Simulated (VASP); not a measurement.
# NaCl (series) (Fm-3m) in VASP: further runs, part 2 of 2

VASP 6.6.1. Earlier steps stand in the parts before.

## Step 3: Single point, PBE

File INCAR:

```
SYSTEM = NaCl
PREC     = Accurate       ! precision mode
ENCUT    = 520            ! plane-wave cutoff, eV
EDIFF    = 1E-6           ! SCF threshold, eV
ISMEAR   = 0              ! smearing method
SIGMA    = 0.02           ! smearing width, eV
LREAL    = .FALSE.        ! projectors in reciprocal space
LASPH    = .TRUE.         ! aspherical terms in the spheres
NELM     = 100            ! most SCF steps
ALGO     = Normal         ! electronic algorithm
ISIF     = 2              ! what is computed and relaxed
LWAVE    = .FALSE.        ! write WAVECAR
LCHARG   = .TRUE.         ! write CHGCAR
GGA      = PE             ! functional
LELF     = .TRUE.         ! ELF
LVHAR    = .TRUE.       
NBANDS   = 14             ! bands
```

File KPOINTS:

```
Automatic mesh
0
G
  6 6 6
  0 0 0
```

File POSCAR:

```
NaCl
1.0
    0.0000000000      2.8100000000      2.8100000000
    2.8100000000      0.0000000000      2.8100000000
    2.8100000000      2.8100000000      0.0000000000
Na Cl
1 1
Direct
    0.0000000000      0.0000000000      0.0000000000
    0.5000000000      0.5000000000      0.5000000000
```

Potentials or basis: VASP PAW PBE potentials, release 64 (Na_pv, Cl).

Started as:

```
cat potpaw_PBE.64/Na_pv/POTCAR potpaw_PBE.64/Cl/POTCAR > POTCAR
mpirun -np 1 vasp_std > vasp.out
```

OUTCAR:

```text
SYSTEM = NaCl
   PREC = Accurate
   ENCUT = 520
   EDIFF = 1E-6
   ISMEAR = 0
   LREAL = .FALSE.
   LASPH = .TRUE.
   NELM = 100
   ISIF = 2
   GGA = PE

 ion  position               nearest neighbor table
   1  0.000  0.000  0.000-
   2  0.500  0.500  0.500-

  LATTYP: Found a face centered cubic cell.
 ALAT       =     5.6200000000

  Lattice vectors:

 A1 = (   0.0000000000,   2.8100000000,   2.8100000000)
 A2 = (   2.8100000000,   0.0000000000,   2.8100000000)
 A3 = (   2.8100000000,   2.8100000000,   0.0000000000)

Analysis of symmetry for initial positions (statically):
=====================================================================
 Subroutine PRICEL returns:
 Original cell was already a primitive cell.

 Routine SETGRP: Setting up the symmetry group for a
 face centered cubic supercell.

 Subroutine GETGRP returns: Found 48 space group operations
 (whereof 48 operations were pure point group operations)
 out of a pool of 48 trial point group operations.

The static configuration has the point symmetry O_h .

Analysis of symmetry for dynamics (positions and initial velocities):
=====================================================================
 Subroutine PRICEL returns:
 Original cell was already a primitive cell.

 Routine SETGRP: Setting up the symmetry group for a
 face centered cubic supercell.

 Subroutine GETGRP returns: Found 48 space group operations
 (whereof 48 operations were pure point group operations)
 out of a pool of 48 trial point group operations.

The dynamic configuration has the point symmetry O_h .

 Subroutine INISYM returns: Found 48 space group operations
 (whereof 48 operations are pure point group operations),
 and found     1 'primitive' translations

----------------------------------------------------------------------------------------

                                     Primitive cell

[... 109 lines left out ...]
   IVDW    =     0    specifies the selected vdW correction
   LEPSILON=     F    determine dielectric tensor
   LRPA    =     F    only Hartree local field effects (RPA)
 non-spin polarized calculation
 Gauss-broadening in eV      SIGMA  =   0.02
  energy-cutoff  :      520.00
  volume of cell :       44.38
 maximum number of plane-waves:      1243
 NGX is ok and might be reduce to    30
   NGX = 15   NGY = 15   NGZ = 15

 number of electron      14.0000000 magnetization

 Free energy of the ion-electron system (eV)
  ---------------------------------------------------
  ext. energy  EPLUGINS =         0.00000000
  ---------------------------------------------------
  free energy    TOTEN  =        -6.77194649 eV

  energy without entropy =       -6.77194649  energy(sigma->0) =       -6.77194649

 E-fermi :  -0.5802     XC(G=0):  -8.2119

 val. band max:       -0.6697371237   @ k =   0.0000   0.0000   0.0000
 cond. band min:       4.4788058175   @ k =   0.0000   0.0000   0.0000
 fundamental gap:      5.1485429412
 Fermi energy:        -0.5801949187

 k-point     1 :       0.0000    0.0000    0.0000
  band No.  band energies     occupation
      1     -21.4679      2.00000
      2     -21.4679      2.00000
      3     -21.4679      2.00000
      4     -13.3526      2.00000
      5      -0.6697      2.00000
      6      -0.6697      2.00000
      7      -0.6697      2.00000
      8       4.4788      0.00000
      9      10.4618      0.00000
     10      10.4618      0.00000
     11      10.4618      0.00000
     12      12.6364      0.00000
     13      12.6364      0.00000
     14      14.2602      0.00000
[... 241 lines left out ...]
      1     -21.4857      2.00000
      2     -21.4794      2.00000
      3     -21.4780      2.00000
      4     -12.9434      2.00000
      5      -2.1266      2.00000
      6      -1.5943      2.00000
      7      -1.3967      2.00000
      8       7.7555      0.00000
      9       8.2370      0.00000
     10       9.8887      0.00000
     11      11.4595      0.00000
     12      14.6159      0.00000
     13      15.6279      0.00000
     14      15.7416      0.00000

------------------------ aborting loop because EDIFF is reached ----------------------------------------

  FORCE on cell =-STRESS in cart. coord.  units (eV):
  Direction    XX          YY          ZZ          XY          YZ          ZX
  --------------------------------------------------------------------------------------
  -------------------------------------------------------------------------------------
  Total        0.2821615      0.2821615      0.2821615      0.0000000      0.0000000      0.0000000
  in kB       10.1873076     10.1873076     10.1873076      0.0000000      0.0000000      0.0000000
  external PRESSURE =      10.1873076 kB  Pullay stress =       0.0000000 kB

 VOLUME and BASIS-vectors are now :
 -----------------------------------------------------------------------------
  energy-cutoff  :      520.00
  volume of cell :       44.38
      direct lattice vectors                 reciprocal lattice vectors
     0.000000000  2.810000000  2.810000000    -0.177935943  0.177935943  0.177935943
     2.810000000  0.000000000  2.810000000     0.177935943 -0.177935943  0.177935943
     2.810000000  2.810000000  0.000000000     0.177935943  0.177935943 -0.177935943

 POSITION                                       TOTAL-FORCE (eV/Angst)
 -----------------------------------------------------------------------------------
      0.00000      0.00000      0.00000         0.000000     -0.000000      0.000000
      2.81000      2.81000      2.81000        -0.000000      0.000000     -0.000000
 -----------------------------------------------------------------------------------
    total drift:                               -0.000000      0.000000      0.000000

  FREE ENERGIE OF THE ION-ELECTRON SYSTEM (eV)
  ---------------------------------------------------
  free  energy   TOTEN  =        -6.7719464862 eV

  energy  without entropy=       -6.7719464862  energy(sigma->0) =       -6.77194649
```

OSZICAR:

```text
N       E                     dE             d eps       ncg     rms          rms(c)
DAV:   1     0.961175160295E+02    0.96118E+02   -0.69769E+03   454   0.100E+03
DAV:   2     0.997834268126E+00   -0.95120E+02   -0.87874E+02   474   0.270E+02
DAV:   3    -0.683314403870E+01   -0.78310E+01   -0.77637E+01   586   0.714E+01
DAV:   4    -0.696525145864E+01   -0.13211E+00   -0.13203E+00   508   0.973E+00
DAV:   5    -0.696804635199E+01   -0.27949E-02   -0.27941E-02   576   0.144E+00    0.216E+00
DAV:   6    -0.677781121823E+01    0.19024E+00   -0.31786E-01   538   0.327E+00    0.161E+00
DAV:   7    -0.676633831130E+01    0.11473E-01   -0.82148E-02   600   0.164E+00    0.110E+00
DAV:   8    -0.677195895545E+01   -0.56206E-02   -0.99939E-03   520   0.856E-01    0.302E-01
DAV:   9    -0.677184009417E+01    0.11886E-03   -0.22008E-04   562   0.114E-01    0.165E-01
DAV:  10    -0.677195807642E+01   -0.11798E-03   -0.32804E-04   520   0.141E-01    0.707E-02
DAV:  11    -0.677194640360E+01    0.11673E-04   -0.21261E-05   586   0.422E-02    0.155E-02
DAV:  12    -0.677194648620E+01   -0.82601E-07   -0.24037E-06   520   0.142E-02
   1 F= -.67719465E+01 E0= -.67719465E+01  d E =-.308904E-12
```

It took 17 s on 1 thread of Intel Xeon 8259CL, shared host; peak memory 0.16 GiB.

What came out:

| Quantity | Value |
| --- | --- |
| Free energy | -6.7719 eV |
| Pressure | 1.0 GPa |
| Band gap on the k mesh | 5.15 eV, direct |

## Step 4: Single point, PBE

File INCAR:

```
ALGO = Normal
EDIFF = 1E-6
ENCUT = 520
GGA = PE
ISIF = 2
ISMEAR = 0
LASPH = True
LCHARG = True
LELF = True
LREAL = False
LVHAR = True
LWAVE = False
NBANDS = 14
NELM = 100
PREC = Accurate
SIGMA = 0.02
```

File KPOINTS:

```
k-points
0
Gamma
  6 6 6
```

POSCAR is that of step 3.

Started as:

```
cat potpaw_PBE.64/Na_pv/POTCAR potpaw_PBE.64/Cl/POTCAR > POTCAR
mpirun -np 1 vasp_std > vasp.out
```

Wall time 19 s (1 thread of Intel Xeon 8259CL, shared host); peak memory 0.16 GiB.

It converged, with:

```yaml
Free_energy: -6.7719 eV
Pressure: 1.0 GPa
Band_gap_on_the_k_mesh: 5.15 eV, direct
```

Levels at points of the mesh, in eV from the valence-band top:
| k point | band 5 | band 6 | band 7 | band 8 | band 9 | band 10 |
| --- | --- | --- | --- | --- | --- | --- |
| (0.00, 0.00, 0.00) | 0.00 | 0.00 | 0.00 | 5.15 | 11.13 | 11.13 |
| (0.50, 0.00, 0.00) | -1.96 | -0.27 | -0.27 | 7.29 | 10.71 | 11.00 |
| (0.50, 0.50, 0.00) | -1.69 | -0.61 | -0.61 | 7.57 | 8.07 | 11.40 |

A hybrid or GW would open this gap; PBE tends to underestimate it.
